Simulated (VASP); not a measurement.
# LiGaI2 (R-3m) in VASP: single point with PBE

Aim: the single point of LiGaI2 with PBE.

All numbers are computed with VASP 6.6.1; they aren't measurements. Logs are shortened: lines on timing, memory, paths and dates and some standing lists are left out, and cuts for length are marked.

## Step 1: The cell of the first run

It takes space group R-3m (No. 166, trigonal). Conventional cell: a = 4.449 Å, b = 4.449 Å, c = 22.487 Å, α = 90.00°, β = 90.00°, γ = 120.00°. Li (site symmetry -3m) has 6 I at 3.06 Å within 4.0 Å. Ga (site symmetry -3m) has 6 I at 3.31 Å and 6 Ga at 4.45 Å and 6 Li at 4.54 Å within 4.6 Å. Within 4.0 Å of I (site symmetry 3m) lie 3 Li at 3.06 Å and 3 Ga at 3.31 Å.

## Step 2: Single point, PBE

Input file POSCAR:

```
LiGaI2
1.0
    2.2245625627      1.2843517944      7.4956732986
   -2.2245625627      1.2843517944      7.4956732986
    0.0000000000     -2.5687035888      7.4956732986
Li Ga I
1 1 2
Direct
    0.5000000000      0.5000000000      0.5000000000
    0.0000000000      0.0000000000      0.0000000000
    0.7592764361      0.7592764361      0.7592764361
    0.2407235639      0.2407235639      0.2407235639
```

Input file INCAR.step1:

```
PREC = Accurate ; ENCUT = 520
EDIFF = 1E-6 ; ISMEAR = 0
SIGMA = 0.02 ; LREAL = False
LASPH = True ; NELM = 60
ALGO = Normal ; ISIF = 2
LWAVE = False ; LCHARG = True
GGA = PE ; NBANDS = 23
```

Input file KPOINTS.step1:

```
Automatic mesh
0
Gamma
  6 6 6
```

Input file INCAR.step2:

```
PREC = Accurate ; ENCUT = 520
EDIFF = 1E-6 ; ISMEAR = -5
SIGMA = 0.02 ; LREAL = False
LASPH = True ; NELM = 60
ALGO = Normal ; ISIF = 2
LWAVE = False ; LCHARG = False
GGA = PE ; LORBIT = 11
NEDOS = 1001 ; ICHARG = 11
```

Input file KPOINTS.step2:

```
Automatic mesh
0
Gamma
  9 9 9
```

Potentials or basis: VASP PAW PBE potentials, release 64 (Li_sv, Ga_d, I).

The run is started by

```console
$ cat potpaw_PBE.64/Li_sv/POTCAR potpaw_PBE.64/Ga_d/POTCAR potpaw_PBE.64/I/POTCAR > POTCAR
$ cp INCAR.step1 INCAR
$ cp KPOINTS.step1 KPOINTS
$ mpirun -np 1 vasp_std > vasp.out
$ cp INCAR.step2 INCAR
$ cp KPOINTS.step2 KPOINTS
$ mpirun -np 1 vasp_std > vasp.out
```

OUTCAR:

```text
PREC = Accurate
   ENCUT = 520
   EDIFF = 1E-6
   ISMEAR = -5
   LREAL = False
   LASPH = True
   NELM = 60
   ISIF = 2
   GGA = PE
   LORBIT = 11
   ICHARG = 11

 ion  position               nearest neighbor table
   1  0.500  0.500  0.500-   4 3.06   3 3.06   4 3.06   4 3.06   3 3.06   3 3.06
   2  0.000  0.000  0.000-
   3  0.759  0.759  0.759-   1 3.06   1 3.06   1 3.06
   4  0.241  0.241  0.241-   1 3.06   1 3.06   1 3.06

  LATTYP: Found a trigonal (rhomboedric) cell.
 ALAT       =     7.9235949118
 COS(alpha) =     0.8423569913

  Lattice vectors:

 A1 = (   2.2245625627,   1.2843517944,   7.4956732986)
 A2 = (  -2.2245625627,   1.2843517944,   7.4956732986)
 A3 = (   0.0000000000,  -2.5687035888,   7.4956732986)

Analysis of symmetry for initial positions (statically):
=====================================================================
 Subroutine PRICEL returns:
 Original cell was already a primitive cell.

 Routine SETGRP: Setting up the symmetry group for a
 trigonal (rhombohedral) supercell.

 Subroutine GETGRP returns: Found 12 space group operations
 (whereof 12 operations were pure point group operations)
 out of a pool of 12 trial point group operations.

The static configuration has the point symmetry D_3d.

Analysis of symmetry for dynamics (positions and initial velocities):
=====================================================================
 Subroutine PRICEL returns:
 Original cell was already a primitive cell.

 Routine SETGRP: Setting up the symmetry group for a
 trigonal (rhombohedral) supercell.

 Subroutine GETGRP returns: Found 12 space group operations
 (whereof 12 operations were pure point group operations)
 out of a pool of 12 trial point group operations.

The dynamic configuration has the point symmetry D_3d.

 Subroutine INISYM returns: Found 12 space group operations
 (whereof 12 operations are pure point group operations),
 and found     1 'primitive' translations

----------------------------------------------------------------------------------------

                                     Primitive cell

  volume of cell :     128.4963

  direct lattice vectors                    reciprocal lattice vectors
     2.224562563  1.284351794  7.495673299     0.224763290  0.129767146  0.044470099
    -2.224562563  1.284351794  7.495673299    -0.224763290  0.129767146  0.044470099
     0.000000000 -2.568703589  7.495673299     0.000000000 -0.259534292  0.044470099

  length of vectors
     7.923594912  7.923594912  7.923594912     0.263316612  0.263316612  0.263316612

  position of ions in fractional coordinates (direct lattice)
     0.500000000  0.500000000  0.500000000
     0.000000000  0.000000000  0.000000000
     0.759276436  0.759276436  0.759276436
     0.240723564  0.240723564  0.240723564

  ion indices of the primitive-cell ions
   primitive index   ion index
                 1           1
                 2           2
                 3           3
                 4           4

----------------------------------------------------------------------------------------

 KPOINTS: Automatic mesh

Automatic generation of k-mesh.
 Grid dimensions read from file:
 generate k-points for:    9    9    9

 Generating k-lattice:

  Cartesian coordinates                     Fractional coordinates (reciprocal lattice)
     0.024973699  0.014418572  0.004941122     0.111111111  0.000000000  0.000000000
    -0.024973699  0.014418572  0.004941122     0.000000000  0.111111111  0.000000000
     0.000000000 -0.028837144  0.004941122     0.000000000  0.000000000  0.111111111

  Length of vectors
     0.029257401  0.029257401  0.029257401

  Shift w.r.t. Gamma in fractional coordinates (k-lattice)
     0.000000000  0.000000000  0.000000000

 TETIRR: Found    369 inequivalent tetrahedra from     4374

 Subroutine IBZKPT returns following result:
 ===========================================

 Found     85 irreducible k-points:

 Following reciprocal coordinates:
            Coordinates               Weight
  0.000000  0.000000  0.000000      1.000000
  0.111111  0.000000  0.000000      6.000000
  0.222222  0.000000  0.000000      6.000000
  0.333333 -0.000000  0.000000      6.000000
  0.444444  0.000000  0.000000      6.000000
  0.111111  0.111111  0.000000      6.000000
[... 16 lines left out ...]
 -0.333333  0.333333  0.000000      6.000000
  0.444444  0.444444  0.000000      6.000000
 [... further k-points ...]
   k-points           NKPTS =     85   k-points in BZ     NKDIM =     85   number of bands    NBANDS=     19
   number of dos      NEDOS =   1001   number of ions     NIONS =      4
   total plane-waves  NPLWV = 216000
   dimension x,y,z NGX =    60 NGY =   60 NGZ =   60
   dimension x,y,z NGXF=   120 NGYF=  120 NGZF=  120
   ions per type =               1   1   2
   NGX,Y,Z   is equivalent  to a cutoff of  12.59, 12.59, 12.59 a.u.
   NGXF,Y,Z  is equivalent  to a cutoff of  25.18, 25.18, 25.18 a.u.
 SYSTEM =  unknown system
   PREC   = accura    normal or accurate (medium, high low for compatibility)
   ISTART =      0    job   : 0-new  1-cont  2-samecut
   ICHARG =     11    charge: 1-file 2-atom 10-const
   ISPIN  =      1    spin polarized calculation?
   LNONCOLLINEAR =      F non collinear calculations
   LSORBIT =      F    spin-orbit coupling
   LASPH  =      T    aspherical Exc in radial PAW
   ENCUT  =  520.0 eV  38.22 Ry    6.18 a.u.  14.73 14.73 14.73*2*pi/ulx,y,z
   NELM   =     60;   NELMIN=  2; NELMDL=  0     # of ELM steps
   EDIFF  = 0.1E-05   stopping-criterion for ELM
   LREAL  =      F    real-space projection
[... 7 lines left out ...]
   TEBEG  =    0.0;   TEEND  =   0.0 temperature during run
   PSTRESS=    0.0 pullay stress
   NELECT =      30.0000    total number of electrons
   NUPDOWN=      -1.0000    fix difference up-down
   EMIN   =  10.00;   EMAX   =-10.00  energy-range for DOS
   EFERMI =   0.00;   METHOD = LEGACY
   ISMEAR =    -5;   SIGMA  =   0.02  broadening in eV -4-tet -1-fermi 0-gaus
   EFERMI_NEDOS =   21; number of points for ismear=-14 and -15
   IALGO  =     38    algorithm
   IMIX   =      4    mixing-type and parameters
     AMIX     =   0.40;   BMIX     =  1.00
     AMIX_MAG =   1.60;   BMIX_MAG =  1.00
  volume/ion in A,a.u.               =      32.12       216.78
  Fermi-wavevector in a.u.,A,eV,Ry     =   1.008057  1.904951 13.825953  1.016179
  Thomas-Fermi vector in A             =   2.140900
   LORBIT       =     11    0 simple, 1 ext, 2 COOP (PROOUT), +10 PAW based schemes
   GGA     = PE    functional components
   LHFCALC =     F    Hartree Fock is set to
   AEXX    =    0.0000 exact exchange contribution
   IVDW    =     0    specifies the selected vdW correction
   LEPSILON=     F    determine dielectric tensor
   LRPA    =     F    only Hartree local field effects (RPA)
 non-spin polarized calculation
 Fermi weights with tetrahedron method with Bloechl corrections
  energy-cutoff  :      520.00
  volume of cell :      128.50
 maximum number of plane-waves:      3481

 number of electron      30.0000004 magnetization

 Free energy of the ion-electron system (eV)
  ---------------------------------------------------
  ext. energy  EPLUGINS =         0.00000000
  ---------------------------------------------------
  free energy    TOTEN  =       -10.91084664 eV

  energy without entropy =      -10.91084664  energy(sigma->0) =      -10.91084664

 E-fermi :   2.7236     XC(G=0):  -8.1877

 val. band max:        2.7133456258   @ k =   0.4444   0.4444   0.4444
 cond. band min:       4.8257931853   @ k =   0.4444   0.4444   0.0000
 fundamental gap:      2.1124475596
 Fermi energy:         2.7235589719

 k-point     1 :       0.0000    0.0000    0.0000
  band No.  band energies     occupation
      1     -43.7509      2.00000
      2     -11.5124      2.00000
      3     -11.5124      2.00000
      4     -11.5040      2.00000
      5     -11.5040      2.00000
      6     -11.5040      2.00000
[... 11 lines left out ...]
     18       6.1991      0.00000
     19       7.7507      0.00000

 k-point     2 :       0.1111    0.0000    0.0000
  band No.  band energies     occupation
      1     -43.7509      2.00000
      2     -11.5139      2.00000
      3     -11.5117      2.00000
      4     -11.5050      2.00000
      5     -11.5040      2.00000
      6     -11.5035      2.00000
[... 11 lines left out ...]
     18       6.2989      0.00000
     19       8.3335      0.00000

 k-point     3 :       0.2222    0.0000    0.0000
  band No.  band energies     occupation
      1     -43.7508      2.00000
      2     -11.5184      2.00000
      3     -11.5101      2.00000
      4     -11.5066      2.00000
      5     -11.5039      2.00000
      6     -11.5022      2.00000
[... 11 lines left out ...]
     18       6.4780      0.00000
     19       7.9489      0.00000

 k-point     4 :       0.3333   -0.0000    0.0000
  band No.  band energies     occupation
      1     -43.7508      2.00000
      2     -11.5243      2.00000
      3     -11.5087      2.00000
      4     -11.5077      2.00000
      5     -11.5034      2.00000
      6     -11.5007      2.00000
[... 11 lines left out ...]
     18       6.5688      0.00000
     19       7.6856      0.00000

 k-point     5 :       0.4444    0.0000    0.0000
  band No.  band energies     occupation
      1     -43.7508      2.00000
      2     -11.5283      2.00000
      3     -11.5083      2.00000
      4     -11.5082      2.00000
      5     -11.5026      2.00000
      6     -11.4997      2.00000
[... 11 lines left out ...]
     18       6.5816      0.00000
     19       7.4845      0.00000

 k-point     6 :       0.1111    0.1111    0.0000
  band No.  band energies     occupation
      1     -43.7509      2.00000
      2     -11.5139      2.00000
      3     -11.5117      2.00000
      4     -11.5050      2.00000
      5     -11.5040      2.00000
      6     -11.5035      2.00000
[... 11 lines left out ...]
     18       6.3498      0.00000
     19       8.1057      0.00000

 k-point     7 :       0.2222    0.1111    0.0000
  band No.  band energies     occupation
      1     -43.7508      2.00000
      2     -11.5167      2.00000
      3     -11.5109      2.00000
      4     -11.5060      2.00000
      5     -11.5042      2.00000
      6     -11.5025      2.00000
[... 11 lines left out ...]
     18       6.4150      0.00000
     19       8.1381      0.00000

 k-point     8 :       0.3333    0.1111    0.0000
  band No.  band energies     occupation
      1     -43.7508      2.00000
      2     -11.5214      2.00000
      3     -11.5101      2.00000
      4     -11.5070      2.00000
      5     -11.5041      2.00000
      6     -11.5011      2.00000
[... 256 lines left out ...]
 k-point    20 :       0.3333    0.3333    0.0000
  band No.  band energies     occupation
      1     -43.7508      2.00000
      2     -11.5241      2.00000
      3     -11.5087      2.00000
      4     -11.5077      2.00000
      5     -11.5034      2.00000
      6     -11.5007      2.00000
[... 11 lines left out ...]
     18       6.2435      0.00000
     19       7.3678      0.00000

 k-point    21 :       0.4444    0.3333    0.0000
  band No.  band energies     occupation
      1     -43.7508      2.00000
      2     -11.5255      2.00000
      3     -11.5099      2.00000
      4     -11.5076      2.00000
      5     -11.5033      2.00000
      6     -11.5000      2.00000
[... 11 lines left out ...]
     18       6.2817      0.00000
     19       7.4843      0.00000

 k-point    22 :      -0.4444    0.3333   -0.0000
  band No.  band energies     occupation
      1     -43.7508      2.00000
      2     -11.5238      2.00000
      3     -11.5140      2.00000
      4     -11.5065      2.00000
      5     -11.5039      2.00000
      6     -11.4997      2.00000
[... 11 lines left out ...]
     18       6.5891      0.00000
     19       8.1528      0.00000

 k-point    23 :      -0.3333    0.3333    0.0000
  band No.  band energies     occupation
      1     -43.7508      2.00000
      2     -11.5194      2.00000
      3     -11.5193      2.00000
      4     -11.5051      2.00000
      5     -11.5051      2.00000
      6     -11.4996      2.00000
[... 11 lines left out ...]
     18       6.6225      0.00000
     19       8.4964      0.00000

 k-point    24 :       0.4444    0.4444    0.0000
  band No.  band energies     occupation
      1     -43.7508      2.00000
      2     -11.5279      2.00000
      3     -11.5083      2.00000
      4     -11.5082      2.00000
      5     -11.5026      2.00000
      6     -11.4997      2.00000
[... 11 lines left out ...]
     18       6.0364      0.00000
     19       7.0233      0.00000

 [... further k-points ...]

------------------------ aborting loop because EDIFF is reached ----------------------------------------

  FORCE on cell =-STRESS in cart. coord.  units (eV):
  Direction    XX          YY          ZZ          XY          YZ          ZX
  --------------------------------------------------------------------------------------
  -------------------------------------------------------------------------------------
  Total       -0.0160473     -0.0160473     -0.0137142      0.0000000      0.0000000      0.0000000
  in kB       -0.2000885     -0.2000885     -0.1709975      0.0000000      0.0000000      0.0000000
  external PRESSURE =      -0.1903915 kB  Pullay stress =       0.0000000 kB

 VOLUME and BASIS-vectors are now :
 -----------------------------------------------------------------------------
  energy-cutoff  :      520.00
  volume of cell :      128.50
      direct lattice vectors                 reciprocal lattice vectors
     2.224562563  1.284351794  7.495673299     0.224763290  0.129767146  0.044470099
    -2.224562563  1.284351794  7.495673299    -0.224763290  0.129767146  0.044470099
     0.000000000 -2.568703589  7.495673299     0.000000000 -0.259534292  0.044470099

 POSITION                                       TOTAL-FORCE (eV/Angst)
 -----------------------------------------------------------------------------------
      0.00000      0.00000     11.24351         0.000000      0.000000     -0.000000
      0.00000      0.00000      0.00000        -0.000000      0.000000      0.000000
      0.00000      0.00000     17.07386         0.000000      0.000000     -0.001435
      0.00000      0.00000      5.41316         0.000000      0.000000      0.001435
 -----------------------------------------------------------------------------------
    total drift:                                0.000000      0.000000     -0.000000

  FREE ENERGIE OF THE ION-ELECTRON SYSTEM (eV)
  ---------------------------------------------------
  free  energy   TOTEN  =       -10.9108466440 eV

  energy  without entropy=      -10.9108466440  energy(sigma->0) =      -10.91084664

 total charge

# of ion       s       p       d       tot
------------------------------------------
    1        2.003   0.028   0.000   2.030
    2        1.259   0.193   9.933  11.385
    3        1.505   2.796   0.009   4.311
    4        1.505   2.796   0.009   4.311
--------------------------------------------------
tot          6.272   5.813   9.952  22.037
```

Wall time 14 min (1 thread of Oxide Virtual Turin-like, shared host); peak memory 0.58 GiB.

Results:

| Quantity | Value |
| --- | --- |
| Valence electrons inside the program's atomic spheres | Li 2.03; Ga 11.38; I 4.31 |

Caveat: the cutoff is under 1.25 times the usual one of these potentials, so pressure, stress and relaxed cells hold a basis-set (Pulay) error; spin-orbit coupling is left out, which moves the levels of the heavy elements.
